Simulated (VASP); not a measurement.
# Ta2Zn (R-3m) in VASP: single point with PBEsol

Aim: the single point of Ta2Zn with PBEsol.

Everything below comes from runs of VASP 6.6.1. Logs are shortened: lines on timing, memory, paths and dates and some standing lists are left out, and cuts for length are marked.

## Step 1: The cell of the first run

The structure is trigonal, space group R-3m (No. 166). The conventional cell has a = 3.320 Å, b = 3.320 Å, c = 15.861 Å, α = 90.00°, β = 90.00°, γ = 120.00°. Within 3.1 Å of Zn (site symmetry -3m) lie 6 Ta at 2.33 Å. Within 3.1 Å of Ta (site symmetry 3m) lie 3 Zn at 2.33 Å.

## Step 2: Single point, PBEsol

INCAR reads:

```
SYSTEM = Ta2Zn
PREC     = Accurate       ! precision mode
ENCUT    = 520            ! plane-wave cutoff, eV
EDIFF    = 1E-6           ! SCF threshold, eV
ISMEAR   = -1             ! smearing method
SIGMA    = 0.0349         ! smearing width, eV
LREAL    = .FALSE.        ! projectors in reciprocal space
LASPH    = .TRUE.         ! aspherical terms in the spheres
NELM     = 100            ! most SCF steps
ALGO     = Normal         ! electronic algorithm
ISIF     = 2              ! what is computed and relaxed
LWAVE    = .FALSE.        ! write WAVECAR
LCHARG   = .FALSE.        ! write CHGCAR
GGA      = PS             ! functional
NBANDS   = 24             ! bands
```

KPOINTS reads:

```
Automatic mesh
0
G
  11 11 11
  0 0 0
```

POSCAR reads:

```
Ta2Zn
1.0
    3.3195800000      0.0000000000      0.0000000000
   -1.6597900000      2.8748410000      0.0000000000
    0.0000000000     -1.9165580000      5.2870500000
Zn Ta
1 2
Direct
    0.0000000000      0.0000000000      0.0000000000
    0.2500000000      0.5000000000      0.7500000000
    0.7500000000      0.5000000000      0.2500000000
```

Potentials or basis: VASP PAW PBE potentials, release 64 (Zn, Ta_pv).

Launch:

```console
$ cat potpaw_PBE.64/Zn/POTCAR potpaw_PBE.64/Ta_pv/POTCAR > POTCAR
$ mpirun -np 1 vasp_std > vasp.out
```

OUTCAR:

```text
SYSTEM = Ta2Zn
   PREC = Accurate
   ENCUT = 520
   EDIFF = 1E-6
   ISMEAR = -1
   LREAL = .FALSE.
   LASPH = .TRUE.
   NELM = 100
   ISIF = 2
   GGA = PS

 ion  position               nearest neighbor table
   1  0.000  0.000  0.000-   2 2.33   3 2.33   3 2.33   2 2.33   3 2.33   2 2.33
   2  0.250  0.500  0.750-   1 2.33   1 2.33   1 2.33   3 3.27   3 3.27   3 3.27   3 3.27   3 3.27
                             3 3.27
   3  0.750  0.500  0.250-   1 2.33   1 2.33   1 2.33   2 3.27   2 3.27   2 3.27   2 3.27   2 3.27
                             2 3.27

  LATTYP: Found a trigonal (rhomboedric) cell.
 ALAT       =     5.6237080534
 COS(alpha) =     0.8257829171

  Lattice vectors:

 A1 = (   0.0000000000,  -1.9165580000,   5.2870500000)
 A2 = (   1.6597900000,   0.9582830000,   5.2870500000)
 A3 = (  -1.6597900000,   0.9582830000,   5.2870500000)

Analysis of symmetry for initial positions (statically):
=====================================================================
 Subroutine PRICEL returns:
 Original cell was already a primitive cell.

 Routine SETGRP: Setting up the symmetry group for a
 trigonal (rhombohedral) supercell.

 Subroutine GETGRP returns: Found 12 space group operations
 (whereof 12 operations were pure point group operations)
 out of a pool of 12 trial point group operations.

The static configuration has the point symmetry D_3d.

Analysis of symmetry for dynamics (positions and initial velocities):
=====================================================================
 Subroutine PRICEL returns:
 Original cell was already a primitive cell.

 Routine SETGRP: Setting up the symmetry group for a
 trigonal (rhombohedral) supercell.

 Subroutine GETGRP returns: Found 12 space group operations
 (whereof 12 operations were pure point group operations)
 out of a pool of 12 trial point group operations.

The dynamic configuration has the point symmetry D_3d.

 Subroutine INISYM returns: Found 12 space group operations
 (whereof 12 operations are pure point group operations),
 and found     1 'primitive' translations

----------------------------------------------------------------------------------------

                                     Primitive cell

  volume of cell :      50.4557

  direct lattice vectors                    reciprocal lattice vectors
     3.319580000  0.000000000  0.000000000     0.301242928  0.173922662  0.063047043
    -1.659790000  2.874841000  0.000000000     0.000000000  0.347845324  0.126094086
     0.000000000 -1.916558000  5.287050000     0.000000000  0.000000000  0.189141393

  length of vectors
     3.319580000  3.319580338  5.623708053     0.353512834  0.369994714  0.189141393

  position of ions in fractional coordinates (direct lattice)
     0.000000000  0.000000000  0.000000000
     0.250000000  0.500000000  0.750000000
     0.750000000  0.500000000  0.250000000

  ion indices of the primitive-cell ions
   primitive index   ion index
                 1           1
                 2           2
                 3           3

----------------------------------------------------------------------------------------

 KPOINTS: Automatic mesh

Automatic generation of k-mesh.
 Grid dimensions read from file:
 generate k-points for:   11   11   11

 Generating k-lattice:

  Cartesian coordinates                     Fractional coordinates (reciprocal lattice)
     0.027385721  0.015811151  0.005731549     0.090909091  0.000000000  0.000000000
     0.000000000  0.031622302  0.011463099     0.000000000  0.090909091  0.000000000
     0.000000000  0.000000000  0.017194672     0.000000000  0.000000000  0.090909091

  Length of vectors
     0.032137530  0.033635883  0.017194672

  Shift w.r.t. Gamma in fractional coordinates (k-lattice)
     0.000000000  0.000000000  0.000000000

 Subroutine IBZKPT returns following result:
 ===========================================

 Found    146 irreducible k-points:

 Following reciprocal coordinates:
            Coordinates               Weight
  0.000000  0.000000  0.000000      1.000000
  0.090909  0.000000  0.000000      6.000000
  0.181818 -0.000000  0.000000      6.000000
  0.272727  0.000000 -0.000000      6.000000
  0.363636  0.000000  0.000000      6.000000
  0.454545 -0.000000  0.000000      6.000000
[... 16 lines left out ...]
 -0.454545  0.181818  0.000000     12.000000
 -0.363636  0.181818 -0.000000      6.000000
 [... further k-points ...]
   k-points           NKPTS =    146   k-points in BZ     NKDIM =    146   number of bands    NBANDS=     24
   number of dos      NEDOS =    301   number of ions     NIONS =      3
   total plane-waves  NPLWV =  32928
   dimension x,y,z NGX =    28 NGY =   28 NGZ =   42
   dimension x,y,z NGXF=    56 NGYF=   56 NGZF=   84
   ions per type =               1   2
   NGX,Y,Z   is equivalent  to a cutoff of  14.02, 14.02, 12.42 a.u.
   NGXF,Y,Z  is equivalent  to a cutoff of  28.05, 28.05, 24.83 a.u.
 SYSTEM =  Ta2Zn
   PREC   = accura    normal or accurate (medium, high low for compatibility)
   ISTART =      0    job   : 0-new  1-cont  2-samecut
   ICHARG =      2    charge: 1-file 2-atom 10-const
   ISPIN  =      1    spin polarized calculation?
   LNONCOLLINEAR =      F non collinear calculations
   LSORBIT =      F    spin-orbit coupling
   LASPH  =      T    aspherical Exc in radial PAW
   ENCUT  =  520.0 eV  38.22 Ry    6.18 a.u.   6.17  6.17 10.46*2*pi/ulx,y,z
   NELM   =    100;   NELMIN=  2; NELMDL= -5     # of ELM steps
   EDIFF  = 0.1E-05   stopping-criterion for ELM
   LREAL  =      F    real-space projection
   EDIFFG = 0.1E-04   stopping-criterion for IOM
   NSW    =      0    number of steps for IOM
   IBRION =     -1    ionic relax: 0-MD 1-quasi-New 2-CG
   NFREE  =      0    steps in history (QN), initial steepest desc. (CG)
   ISIF   =      2    stress and relaxation
   ISYM   =      2    0-nonsym 1-usesym 2-fastsym
   POTIM  = 0.5000    time-step for ionic-motion
   TEBEG  =    0.0;   TEEND  =   0.0 temperature during run
   PSTRESS=    0.0 pullay stress
   NELECT =      34.0000    total number of electrons
   NUPDOWN=      -1.0000    fix difference up-down
   EMIN   =  10.00;   EMAX   =-10.00  energy-range for DOS
   EFERMI =   0.00;   METHOD = LEGACY
   ISMEAR =    -1;   SIGMA  =   0.03  broadening in eV -4-tet -1-fermi 0-gaus
   EFERMI_NEDOS =   21; number of points for ismear=-14 and -15
   IALGO  =     38    algorithm
   IMIX   =      4    mixing-type and parameters
     AMIX     =   0.40;   BMIX     =  1.00
     AMIX_MAG =   1.60;   BMIX_MAG =  1.00
  volume/ion in A,a.u.               =      16.82       113.50
  Fermi-wavevector in a.u.,A,eV,Ry     =   1.435261  2.712251 28.027666  2.059975
  Thomas-Fermi vector in A             =   2.554579
   LORBIT       =      0    0 simple, 1 ext, 2 COOP (PROOUT), +10 PAW based schemes
   GGA     = PS    functional components
   LHFCALC =     F    Hartree Fock is set to
   AEXX    =    0.0000 exact exchange contribution
   IVDW    =     0    specifies the selected vdW correction
   LEPSILON=     F    determine dielectric tensor
   LRPA    =     F    only Hartree local field effects (RPA)
 non-spin polarized calculation
  energy-cutoff  :      520.00
  volume of cell :       50.46
 maximum number of plane-waves:      1381
 NGX is ok and might be reduce to    28
   NGX = 13   NGY = 13   NGZ = 21

 number of electron      34.0000002 magnetization

 Free energy of the ion-electron system (eV)
  ---------------------------------------------------
  ext. energy  EPLUGINS =         0.00000000
  ---------------------------------------------------
  free energy    TOTEN  =       -22.51493004 eV

  energy without entropy =      -22.50936803  energy(sigma->0) =      -22.51214903

 E-fermi :   4.7628     XC(G=0): -12.4215

 val. band max:        4.7578502183   @ k =   0.0000   0.3636   0.2727
 cond. band min:       4.8004784802   @ k =  -0.3636   0.0000   0.0909
 fundamental gap:      0.0426282619
 Fermi energy:         4.7627654286

 k-point     1 :       0.0000    0.0000    0.0000
  band No.  band energies     occupation
      1     -29.8192      2.00000
      2     -29.4636      2.00000
      3     -29.4636      2.00000
      4     -29.3827      2.00000
      5     -29.3827      2.00000
      6     -29.3717      2.00000
[... 16 lines left out ...]
     23       8.4426      0.00000
     24      10.6138      0.00000

 k-point     2 :       0.0909    0.0000    0.0000
  band No.  band energies     occupation
      1     -29.8068      2.00000
      2     -29.4834      2.00000
      3     -29.4675      2.00000
      4     -29.4093      2.00000
      5     -29.3900      2.00000
      6     -29.3785      2.00000
[... 16 lines left out ...]
     23       8.7282      0.00000
     24      10.5487      0.00000

 k-point     3 :       0.1818   -0.0000    0.0000
  band No.  band energies     occupation
      1     -29.7717      2.00000
      2     -29.5360      2.00000
      3     -29.4797      2.00000
      4     -29.4775      2.00000
      5     -29.4099      2.00000
      6     -29.3987      2.00000
[... 16 lines left out ...]
     23       9.0894      0.00000
     24      10.7880      0.00000

 k-point     4 :       0.2727    0.0000   -0.0000
  band No.  band energies     occupation
      1     -29.7203      2.00000
      2     -29.6048      2.00000
      3     -29.5688      2.00000
      4     -29.4893      2.00000
      5     -29.4371      2.00000
      6     -29.4315      2.00000
[... 16 lines left out ...]
     23       8.8351      0.00000
     24      11.9894      0.00000

 k-point     5 :       0.3636    0.0000    0.0000
  band No.  band energies     occupation
      1     -29.6793      2.00000
      2     -29.6601      2.00000
      3     -29.6362      2.00000
      4     -29.4975      2.00000
      5     -29.4755      2.00000
      6     -29.4645      2.00000
[... 451 lines left out ...]
 k-point    22 :       0.4545    0.1818    0.0000
  band No.  band energies     occupation
      1     -29.6987      2.00000
      2     -29.6787      2.00000
      3     -29.6113      2.00000
      4     -29.5688      2.00000
      5     -29.5274      2.00000
      6     -29.4675      2.00000
[... 16 lines left out ...]
     23       9.8442      0.00000
     24      11.2586      0.00000

 k-point    23 :      -0.4545    0.1818    0.0000
  band No.  band energies     occupation
      1     -29.6778      2.00000
      2     -29.6587      2.00000
      3     -29.6339      2.00000
      4     -29.5379      2.00000
      5     -29.5252      2.00000
      6     -29.4390      2.00000
[... 16 lines left out ...]
     23      10.1814      0.00000
     24      11.3097      0.00000

 k-point    24 :      -0.3636    0.1818   -0.0000
  band No.  band energies     occupation
      1     -29.7084      2.00000
      2     -29.6078      2.00000
      3     -29.6051      2.00000
      4     -29.5219      2.00000
      5     -29.4777      2.00000
      6     -29.4160      2.00000
[... 16 lines left out ...]
     23      10.2928      0.00000
     24      10.6439      0.00000

 [... further k-points ...]
[... 5 lines left out ...]
  --------------------------------------------------------------------------------------
  -------------------------------------------------------------------------------------
  Total        9.7374667      9.7374693      5.1179826     -0.0000000      0.0000026      0.0000000
  in kB      309.2047672    309.2048511    162.5170753     -0.0000000      0.0000820      0.0000000
  external PRESSURE =     260.3088979 kB  Pullay stress =       0.0000000 kB

 VOLUME and BASIS-vectors are now :
 -----------------------------------------------------------------------------
  energy-cutoff  :      520.00
  volume of cell :       50.46
      direct lattice vectors                 reciprocal lattice vectors
     3.319580000  0.000000000  0.000000000     0.301242928  0.173922662  0.063047043
    -1.659790000  2.874841000  0.000000000     0.000000000  0.347845324  0.126094086
     0.000000000 -1.916558000  5.287050000     0.000000000  0.000000000  0.189141393

 POSITION                                       TOTAL-FORCE (eV/Angst)
 -----------------------------------------------------------------------------------
      0.00000      0.00000      0.00000         0.000000     -0.000000      0.000000
      0.00000      0.00000      3.96529        -0.000000     -0.000003     -5.313692
      1.65979      0.95828      1.32176         0.000000      0.000003      5.313692
 -----------------------------------------------------------------------------------
    total drift:                                0.000000      0.000000     -0.000000

  FREE ENERGIE OF THE ION-ELECTRON SYSTEM (eV)
  ---------------------------------------------------
  free  energy   TOTEN  =       -22.5149300360 eV

  energy  without entropy=      -22.5093680318  energy(sigma->0) =      -22.51214903
```

Run time: 3 min. Hardware: 1 thread of AMD EPYC 7R13 (Zen 3), shared host; peak memory 0.27 GiB.

Results:

```
Free energy            : -22.5149 eV
Pressure               : 26.0 GPa
Largest force          : 5.314 eV/Å
Band gap on the k mesh : zero (band 17 reaches 5.29 eV, above the bottom of band 18 at 4.41 eV)
```

Forces in eV/Å, atoms in the order of the input:
```
Zn   0.000  0.000  0.000
Ta   0.000  0.000 -5.314
Ta   0.000  0.000  5.314
```

Stress tensor (GPa, compression positive):
```
30.92  0.00  0.00
 0.00 30.92  0.00
 0.00  0.00 16.25
```

Levels at points of the mesh, in eV from the Fermi level:
| k point | band 15 | band 16 | band 17 | band 18 | band 19 | band 20 |
| --- | --- | --- | --- | --- | --- | --- |
| (0.00, 0.00, 0.00) | -0.99 | -0.97 | 0.50 | 0.50 | 0.78 | 2.73 |

Caveat: the PAW data sets were made with another functional, which shifts forces and pressure a little; spin-orbit coupling is left out, which moves the levels of the heavy elements.
